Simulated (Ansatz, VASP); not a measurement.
**AlAs in VASP and in Ansatz**

```
Al As
1.0
     0.00000    2.83040    2.83040
     2.83040    0.00000    2.83040
     2.83040    2.83040    0.00000
Al As
1 1
Cartesian
  0.0000 0.0000 0.0000
  1.4152 1.4152 1.4152
```

Alike in both runs: task relaxation of cell and atoms; functional PBEsol; k mesh 8 × 8 × 8; occupations gaussian, width 0.02 eV; no spin polarisation.

|  | VASP | Ansatz |
| --- | --- | --- |
| version | VASP 6.6.1 | Ansatz 0.2.0 |
| potentials or method | VASP PAW PBE potentials, release 64 (Al, As), cutoff 500 eV | scalar-relativistic, plane waves, PAW |
| valence electrons in the cell | 8 | 18 |

Ansatz gave:

- gap on the k mesh at the Fermi level, each at its own relaxed structure (eV): 1.34
- relaxed volume (Å³/atom): 22.84
- relaxed cell length with the largest relative difference (Å): 4.013

Problem. What did VASP give for the same quantities?

Solution. gap on the k mesh at the Fermi level, each at its own relaxed structure (eV): 1.34; relaxed volume (Å³/atom): 22.93; relaxed cell length with the largest relative difference (Å): 4.018.

VASP's potentials were made for PBE, not for PBEsol. VASP's potentials hold 8 valence electrons a cell and Ansatz's 18, so a difference there can come from the potentials and not from the codes.
